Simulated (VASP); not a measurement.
Input of a VASP 6.6.1 run:

File INCAR:

```
SYSTEM = Ta5Si
PREC = Accurate ; ENCUT = 520
EDIFF = 1E-6 ; ISMEAR = 0
SIGMA = 0.1 ; LREAL = .FALSE.
LASPH = .TRUE. ; NELM = 60
ALGO = Normal ; ISIF = 2
LWAVE = .FALSE. ; LCHARG = .FALSE.
GGA = PE ; NBANDS = 38
```

File KPOINTS:

```
Automatic mesh
0
G
  4 4 4
  0 0 0
```

File POSCAR:

```
Ta5Si
1.0
    0.0000000000      3.6505364000      3.6505364000
    3.6505364000      0.0000000000      3.6505364000
    3.6505364000      3.6505364000      0.0000000000
Ta Si
5 1
Direct
    0.7500000000      0.7500000000      0.7500000000
    0.3758891600      0.3758891600      0.8723325100
    0.3758891600      0.8723325100      0.3758891600
    0.3758891600      0.3758891600      0.3758891600
    0.8723325100      0.3758891600      0.3758891600
    0.0000000000      0.0000000000      0.0000000000
```

Potentials or basis: VASP PAW PBE potentials, release 64 (Ta_pv, Si).

Launch:

```console
$ cat potpaw_PBE.64/Ta_pv/POTCAR potpaw_PBE.64/Si/POTCAR > POTCAR
$ mpirun -np 1 vasp_std > vasp.out
```

Problem. Estimate the pressure.

Solution. 28.5 GPa.

Problem. Estimate the largest force.

Solution. 0.721 eV/Å.

Forces in eV/Å, atoms in the order of the input:
```
Ta   0.000  0.000  0.000
Ta   0.416  0.416 -0.416
Ta   0.416 -0.416  0.416
Ta  -0.416 -0.416 -0.416
Ta  -0.416  0.416  0.416
Si   0.000  0.000  0.000
```

Caveat: the k points lie up to 0.37 Å⁻¹ apart.
